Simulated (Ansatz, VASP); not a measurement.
**Two plane-wave programs on Ga2PN**

```
N Ga P
1.0
     3.35209    0.00000    0.00000
     0.00000    3.35209    0.00000
     0.00000    0.00000    4.73268
N Ga P
1 2 1
Direct
  0.00000 0.00000 0.00000
  0.00000 0.00000 0.50000
  0.50000 0.50000 0.00000
  0.50000 0.50000 0.50000
```

Alike in both runs: task single point; functional PBEsol; k mesh 6 × 6 × 4; occupations fermi-dirac, width 0.02 eV; no spin polarisation.

```csv
,VASP,Ansatz
version,VASP 6.6.1,Ansatz 0.2.0
potentials or method,"VASP PAW PBE potentials, release 64 (N, Ga_d, P)",plane waves
plane-wave cutoff (eV),600,420
valence electrons in the cell,36,36
```

```tsv
	VASP	Ansatz	Ansatz less VASP
pressure (GPa)	-0.6	-0.6	-0.03
```

VASP's potentials were made for PBE, not for PBEsol. With one functional, cell and mesh, what is left measures potentials, basis and numerics.
